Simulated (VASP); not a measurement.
A run of VASP 6.6.1:

Contents of INCAR:

```
PREC = Accurate
ENCUT = 520
EDIFF = 1E-6
ISMEAR = 0
SIGMA = 0.15
LREAL = False
LASPH = True
NELM = 100
ALGO = Normal
ISIF = 2
LWAVE = False
LCHARG = True
GGA = PS
LELF = True
LVHAR = True
NBANDS = 12
```

Contents of KPOINTS:

```
regular mesh
0
Gamma
  20 20 20
```

File POSCAR:

```
Ti
1.0
   -1.5753600000      1.5753600000      1.7722800000
    1.5753600000     -1.5753600000      1.7722800000
    1.5753600000      1.5753600000     -1.7722800000
Ti
1
Direct
    0.0000000000      0.0000000000      0.0000000000
```

Potentials or basis: VASP PAW PBE potentials, release 64 (Ti_sv).

Launch:

```bash
$ cat potpaw_PBE.64/Ti_sv/POTCAR > POTCAR
$ mpirun -np 1 vasp_std > vasp.out
```

Hardware: 1 thread of Intel(R) Xeon(R) 6975P-C (Granite Rapids), on a shared host.

Problem. Estimate the wall time of this run.

Solution. It took 35 s on 1 thread of Intel(R) Xeon(R) 6975P-C (Granite Rapids) (shared host), peak memory 0.24 GiB. Counts: scf iterations 12, k points 641.
